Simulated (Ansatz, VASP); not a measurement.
One calculation of Al, two programs

The input INCAR:

```
SYSTEM = Al
ALGO = Fast
EDIFF = 1E-6
ENCUT = 520
GGA = PE
ISIF = 2
ISMEAR = 0
IVDW = 12
LASPH = .TRUE.
LCHARG = .TRUE.
LELF = .TRUE.
LREAL = .FALSE.
LVHAR = .TRUE.
LWAVE = .FALSE.
NBANDS = 14
NELM = 100
PREC = Accurate
SIGMA = 0.15
```

File KPOINTS:

```
k-points
0
G
  18 18 4
  0 0 0
```

POSCAR

```
Al
1.0
    2.8144222649      0.0000000000      0.0000000000
   -1.4072111325      2.4373611784      0.0000000000
    0.0000000000      0.0000000000      9.2410470711
Al
4
Direct
   -0.1161964254     -0.1245199122      0.0000000000
    0.3333333333      0.6666666667      0.2500000000
    0.1161964254      0.1245199122      0.5000000000
    0.6666666667      0.3333333333      0.7500000000
```

Input for Ansatz:

```yaml
crystal:
  lattice:
    - [2.8144222649, 0.0, 0.0]
    - [-1.4072111325, 2.4373611784, 0.0]
    - [0.0, 0.0, 9.2410470711]
  atoms:
    - { symbol: Al, position: [-0.1161964254, -0.1245199122, 0.0] }
    - { symbol: Al, position: [0.3333333333, 0.6666666667, 0.25] }
    - { symbol: Al, position: [0.1161964254, 0.1245199122, 0.5] }
    - { symbol: Al, position: [0.6666666667, 0.3333333333, 0.75] }
basis:
  ecutwfc: 420
kpoints:
  mp_grid: { grid: [18, 18, 4] }
hamiltonian:
  xc: pbe
  pseudopotentials: { kind: paw, azcp: { folder: soft_1 } }
  dispersion: d3bj
scf:
  occupations: { method: gaussian, width: 0.15 }
output:
  forces: true
  stress: true
  eigenvalues: true
```

Change from the starting cell: mode 4 frozen in at -0.152 Å and mode 5 at -0.303 Å (largest displacements).

Alike in both runs: task single point; functional PBE; dispersion D3(BJ); k mesh 18 × 18 × 4; occupations gaussian, width 0.15 eV; no spin polarisation.

|  | VASP | Ansatz |
| --- | --- | --- |
| version | VASP 6.6.1 | Ansatz 0.2.0 |
| potentials or method | VASP PAW PBE potentials, release 64 (Al), cutoff 520 eV | scalar-relativistic, plane waves, PAW |
| valence electrons in the cell | 12 | 12 |

```tsv
	VASP	Ansatz	Ansatz less VASP
gap on the k mesh at the Fermi level (eV)	none	none	-
pressure (GPa)	1.0	1.0	0.00
traceless stress, the component that is largest in VASP (GPa)	1.72	1.71	-0.004
rms of the force components (eV/Å)	0.135	0.135	+0.0004
```

Atom by atom the forces differ by 0.000 eV/Å (rms over components). A gap of «none» marks a metal or a gap that the smearing closes.
